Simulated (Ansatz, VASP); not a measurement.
# Ga in VASP and in Ansatz

File INCAR:

```
PREC = Accurate
ENCUT = 520
EDIFF = 1E-7
ISMEAR = -1
SIGMA = 0.1
LREAL = False
LASPH = True
NELM = 80
ALGO = Normal
ISIF = 2
LWAVE = False
LCHARG = False
GGA = RP
NBANDS = 20
```

KPOINTS

```
Automatic mesh
0
Gamma
  10 10 10
```

File POSCAR:

```
Ga
1.0
    0.0000000000      3.1008127409      3.1008127409
    3.1008127409      0.0000000000      3.1008127409
    3.1008127409      3.1008127409      0.0000000000
Ga
2
Direct
    0.1250000000      0.1250000000      0.1250000000
    0.8750000000      0.8750000000      0.8750000000
```

Input for Ansatz:

```yaml
crystal:
  lattice:
    - [0.0, 3.1008127409, 3.1008127409]
    - [3.1008127409, 0.0, 3.1008127409]
    - [3.1008127409, 3.1008127409, 0.0]
  atoms:
    - { symbol: Ga, position: [0.125, 0.125, 0.125] }
    - { symbol: Ga, position: [0.875, 0.875, 0.875] }
hamiltonian:
  xc: rpbe
  pseudopotentials:
    kind: paw
    azcp:
      Ga: "pseudopotentials/Ga.paw.azcp"
basis:
  ecutwfc: 420
  fft_grid_basis: typed
kpoints:
  mp_grid: { grid: [10, 10, 10], shift: [0, 0, 0] }
magnetization:
  spin_polarized: false
scf:
  occupations: { method: fermi_dirac, width: 0.1 }
  lower_state_search: "off"
output:
  stress: true
  write_density: true
  write_potential: true
  elf: true
  volumetric_format: npy
```

Alike in both runs: task single point; functional RPBE; k mesh 10 × 10 × 10; occupations fermi-dirac, width 0.1 eV; no spin polarisation.

|  | VASP | Ansatz |
| --- | --- | --- |
| version | VASP 6.6.1 | Ansatz 0.2.0 |
| potentials or method | VASP PAW PBE potentials, release 64 (Ga_d), cutoff 520 eV | plane waves (420 eV) with PAW, scalar-relativistic |
| valence electrons in the cell | 26 | 26 |

```csv
,VASP,Ansatz,Ansatz less VASP
pressure (GPa),-2.5,-2.6,-0.08
```

VASP's potentials were made for PBE, not for RPBE. With one functional, cell and mesh, what is left measures potentials, basis and numerics.
